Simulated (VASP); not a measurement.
Crystal: Rb.

```xyz
1
Lattice="-2.8359 2.8359 2.8359 2.8359 -2.8359 2.8359 2.8359 2.8359 -2.8359" Properties=species:S:1:pos:R:3 pbc="T T T"
Rb    0.0000    0.0000    0.0000
```

Base run:

```yaml
Program: VASP 6.6.1
Functional: PBE
Potentials_or_basis: VASP PAW PBE potentials, release 64 (Rb_sv)
Cutoff: 520 eV
k_mesh: 8 × 8 × 8
Occupations: fermi-dirac, width 1 eV
Spin: no spin polarisation
```

Its results: pressure 0.6 GPa.

Q: The run is repeated on the same cell with these changes: occupations from fermi-dirac, width 1 eV to gaussian, width 1 eV. What comes out?

A: Pressure 0.1 GPa.
